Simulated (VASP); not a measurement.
# IrS (P-6m2) in VASP: notebook, part 2 of 2

VASP 6.6.1.

**4. Single point, PBE (23.37 Å³/atom)**

This run uses another cell than the first one, of 23.37 Å³/atom.

The input, INCAR:

```
PREC = Accurate ; ENCUT = 500
EDIFF = 1E-6 ; ISMEAR = -1
SIGMA = 0.05 ; LREAL = F
LASPH = T ; NELM = 120
ALGO = Normal ; ISIF = 2
LWAVE = F ; LCHARG = T
GGA = PE ; LELF = T
LVHAR = T ; NBANDS = 14
GGA_COMPAT = F
```

The input, KPOINTS:

```
Automatic mesh
0
Gamma
  9 9 6
```

The input, POSCAR:

```
IrS
1.0
    3.5128099106      0.0000000000      0.0000000000
   -1.7564049503      3.0421826188      0.0000000000
    0.0000000000      0.0000000000      4.3744675953
Ir S
1 1
Direct
    0.0000000000      0.0000000000      0.5000000000
    0.6666666700      0.3333333300      0.0000000000
```

Potentials or basis: VASP PAW PBE potentials, release 64 (Ir, S).

Command:

```console
$ cat potpaw_PBE.64/Ir/POTCAR potpaw_PBE.64/S/POTCAR > POTCAR
$ mpirun -np 1 vasp_std > vasp.out
```

OUTCAR:

```text
PREC = Accurate
   ENCUT = 500
   EDIFF = 1E-6
   ISMEAR = -1
   LREAL = F
   LASPH = T
   NELM = 120
   ISIF = 2
   GGA = PE

 ion  position               nearest neighbor table
   1  0.000  0.000  0.500-   2 2.98   2 2.98   2 2.98   2 2.98   2 2.98   2 2.98
   2  0.667  0.333  0.000-   1 2.98   1 2.98   1 2.98   1 2.98   1 2.98   1 2.98

  LATTYP: Found a hexagonal cell.
 ALAT       =     3.5128099106
 C/A-ratio  =     1.2452901542

  Lattice vectors:

 A1 = (   3.5128099106,   0.0000000000,   0.0000000000)
 A2 = (  -1.7564049503,   3.0421826188,   0.0000000000)
 A3 = (   0.0000000000,   0.0000000000,   4.3744675953)

Analysis of symmetry for initial positions (statically):
=====================================================================
 Subroutine PRICEL returns:
 Original cell was already a primitive cell.

 Routine SETGRP: Setting up the symmetry group for a
 hexagonal supercell.

 Subroutine GETGRP returns: Found 12 space group operations
 (whereof 12 operations were pure point group operations)
 out of a pool of 24 trial point group operations.

The static configuration has the point symmetry D_3h.

[... 173 lines left out ...]
      5       1.5832      2.00000
      6       2.7100      2.00000
      7       2.7100      2.00000
      8       3.2998      1.80267
      9       3.8344      0.00042
     10       3.8344      0.00042
     11      11.4415      0.00000
     12      13.1107      0.00000
     13      13.1107      0.00000
     14      14.0609      0.00000
[... 377 lines left out ...]
      1      -8.4505      2.00000
      2      -0.6535      2.00000
      3      -0.0806      2.00000
      4      -0.0489      2.00000
      5       2.0243      2.00000
      6       2.4508      2.00000
      7       2.8429      1.99998
      8       3.3229      1.70402
      9       4.6138      0.00000
     10       6.7941      0.00000
     11       9.4227      0.00000
     12       9.9171      0.00000
     13      11.5574      0.00000
     14      13.8982      0.00000

 [... further k-points ...]

------------------------ aborting loop because EDIFF is reached ----------------------------------------

  FORCE on cell =-STRESS in cart. coord.  units (eV):
  Direction    XX          YY          ZZ          XY          YZ          ZX
  --------------------------------------------------------------------------------------
  -------------------------------------------------------------------------------------
  Total       -6.9621869     -6.9621869    -10.0851568     -0.0000000     -0.0000000      0.0000000
  in kB     -238.6113646   -238.6113643   -345.6432679     -0.0000004     -0.0000000      0.0000000
  external PRESSURE =    -274.2886656 kB  Pullay stress =       0.0000000 kB

 VOLUME and BASIS-vectors are now :
 -----------------------------------------------------------------------------
  energy-cutoff  :      500.00
  volume of cell :       46.75
      direct lattice vectors                 reciprocal lattice vectors
     3.512809911  0.000000000  0.000000000     0.284672392  0.164355682  0.000000000
    -1.756404950  3.042182619  0.000000000     0.000000000  0.328711365  0.000000000
     0.000000000  0.000000000  4.374467595     0.000000000  0.000000000  0.228599247

 POSITION                                       TOTAL-FORCE (eV/Angst)
 -----------------------------------------------------------------------------------
      0.00000      0.00000      2.18723        -0.000000     -0.000000      0.000000
      1.75640      1.01406      0.00000         0.000000      0.000000      0.000000
 -----------------------------------------------------------------------------------
    total drift:                               -0.000009      0.000005      0.000000

  FREE ENERGIE OF THE ION-ELECTRON SYSTEM (eV)
  ---------------------------------------------------
  free  energy   TOTEN  =        -9.4270456889 eV

  energy  without entropy=       -9.3963011746  energy(sigma->0) =       -9.41167343
```

OSZICAR:

```text
N       E                     dE             d eps       ncg     rms          rms(c)
DAV:   1     0.840024181335E+02    0.84002E+02   -0.58796E+03  1344   0.875E+02
DAV:   2    -0.463152479778E+01   -0.88634E+02   -0.76796E+02  1406   0.210E+02
DAV:   3    -0.996268362755E+01   -0.53312E+01   -0.50451E+01  1782   0.540E+01
DAV:   4    -0.100483887171E+02   -0.85705E-01   -0.85548E-01  1534   0.790E+00
DAV:   5    -0.100504685383E+02   -0.20798E-02   -0.20797E-02  1764   0.119E+00    0.854E+00
DAV:   6    -0.103980310264E+02   -0.34756E+00   -0.63011E+00  1686   0.229E+01    0.964E+00
DAV:   7    -0.943510174505E+01    0.96293E+00   -0.35763E+00  1698   0.149E+01    0.262E+00
DAV:   8    -0.942643833082E+01    0.86634E-02   -0.12187E-01  1380   0.318E+00    0.126E+00
DAV:   9    -0.942725079808E+01   -0.81247E-03   -0.26165E-03  1692   0.395E-01    0.698E-01
DAV:  10    -0.942705729240E+01    0.19351E-03   -0.25982E-03  1482   0.535E-01    0.969E-02
DAV:  11    -0.942704106399E+01    0.16228E-04   -0.76303E-05  1680   0.859E-02    0.872E-02
DAV:  12    -0.942704567208E+01   -0.46081E-05   -0.20892E-05  1596   0.430E-02    0.629E-03
DAV:  13    -0.942704568892E+01   -0.16846E-07   -0.79566E-07   894   0.643E-03
   1 F= -.94270457E+01 E0= -.94116734E+01  d E =-.307445E-01
```

stdout:

```text
POSCAR found type information on POSCAR IrS
 POSCAR found :  2 types and       2 ions
 scaLAPACK will be used
 LDA part: xc-table for (Slater+PW92), standard interpolation
 POSCAR, INCAR and KPOINTS ok, starting setup
 FFT: planning ... GRIDC
 FFT: planning ... GRID_SOFT
 FFT: planning ... GRID
 WAVECAR not read
 entering main loop
```

Wall time 41 s (1 thread of Intel Xeon 8259CL, shared host); peak memory 0.18 GiB.

What came out:

```
Free energy            : -9.4270 eV
Pressure               : -27.4 GPa
Band gap on the k mesh : zero (an odd number of electrons rules out a gap without spin polarisation)
```

Stress tensor (GPa, compression positive):
```
-23.86   0.00   0.00
  0.00 -23.86   0.00
  0.00   0.00 -34.56
```

Levels at points of the mesh, in eV from the Fermi level:
| k point | band 5 | band 6 | band 7 | band 8 | band 9 | band 10 |
| --- | --- | --- | --- | --- | --- | --- |
| (0.00, 0.00, 0.00) | -1.83 | -0.70 | -0.70 | -0.11 | 0.42 | 0.42 |
| (0.00, 0.00, 0.50) | -1.48 | -1.34 | -1.34 | 0.61 | 0.61 | 3.85 |

Caveat: the stress differs along the axes, from -35 to -24 GPa; spin-orbit coupling is left out, which moves the levels of the heavy elements; an odd number of electrons without spin polarisation forces a metal; a magnetic or distorted state may lie lower.

**5. The runs side by side**

| cell | gap on the mesh (eV) | pressure (GPa) |
| --- | --- | --- |
| a = 3.466, b = 3.466, c = 4.317 Å, angles 90.0, 90.0, 120.0°, 2 atoms | none | -27.7 |
| a = 3.490, b = 3.490, c = 4.346 Å, angles 90.0, 90.0, 120.0°, 2 atoms | none | -27.6 |
| a = 3.513, b = 3.513, c = 4.374 Å, angles 90.0, 90.0, 120.0°, 2 atoms | none | -27.4 |

Alike in all rows: task single point; level PBE; potentials or basis VASP PAW PBE potentials, release 64 (Ir, S); no spin polarisation; k mesh 9 × 9 × 6; cutoff (eV) 500; smearing fermi-dirac 0.05 eV.

Caveats: the stress differs along the axes, from -35 to -24 GPa; spin-orbit coupling is left out, which moves the levels of the heavy elements; an odd number of electrons without spin polarisation forces a metal; a magnetic or distorted state may lie lower.

Total energies depend on the potentials used, so only differences within one code and one set of settings carry meaning.
